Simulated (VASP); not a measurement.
**Mg3Se: single point with PBE**

The system is Mg3Se.

```
CELL_PARAMETERS angstrom
5.81650 0.00000 0.00000
0.00000 5.81650 0.00000
0.00000 0.00000 3.03589
ATOMIC_POSITIONS crystal
Mg 0.00000 0.50000 0.00000
Mg 0.50000 0.00000 0.00000
Mg 0.00000 0.00000 0.00000
Se 0.50000 0.50000 0.00000
```

```json
{"Program": "VASP 6.6.1", "Task": "single point", "Functional": "PBE", "Potentials or basis": "VASP PAW PBE potentials, release 64 (Mg, Se)", "Cutoff": "520 eV", "k mesh": "4 × 4 × 6", "Occupations": "gaussian, width 0.1 eV", "Spin": "no spin polarisation"}
```

```yaml
Pressure: 0.0 GPa
Band_gap_on_the_k_mesh: zero (band 6 reaches 2.84 eV, above the bottom of band 7 at 1.89 eV)
```

Stress tensor (GPa, compression positive):
```
-0.16  0.00  0.00
 0.00 -0.16  0.00
 0.00  0.00  0.30
```

Levels at points of the mesh, in eV from the Fermi level:
| k point | band 2 | band 3 | band 4 | band 5 | band 6 | band 7 | band 8 | band 9 | band 10 | band 11 |
| --- | --- | --- | --- | --- | --- | --- | --- | --- | --- | --- |
| (0.00, 0.00, 0.00) | -4.96 | -3.79 | -3.79 | -1.93 | 0.27 | 0.27 | 1.33 | 2.03 | 3.18 | 7.50 |
| (0.50, 0.00, 0.00) | -5.63 | -3.60 | -3.08 | -2.25 | -0.74 | 0.84 | 2.04 | 2.75 | 5.55 | 5.58 |
| (0.50, 0.50, 0.00) | -4.98 | -4.98 | -4.05 | -0.16 | -0.16 | 1.94 | 2.05 | 3.69 | 3.95 | 4.74 |
| (0.00, 0.00, 0.50) | -4.35 | -2.05 | -2.05 | -1.13 | -0.60 | 1.69 | 2.36 | 3.02 | 3.02 | 3.16 |
| (0.50, 0.00, 0.50) | -4.22 | -2.86 | -1.97 | -0.89 | 0.65 | 0.78 | 1.01 | 2.34 | 2.69 | 3.91 |
| (0.50, 0.50, 0.50) | -4.13 | -2.59 | -2.59 | -0.34 | 0.07 | 0.19 | 0.19 | 2.67 | 2.67 | 5.03 |

Run time: 17 s on 1 thread of Intel(R) Xeon(R) 6975P-C (Granite Rapids) (shared host), peak memory 0.22 GiB.
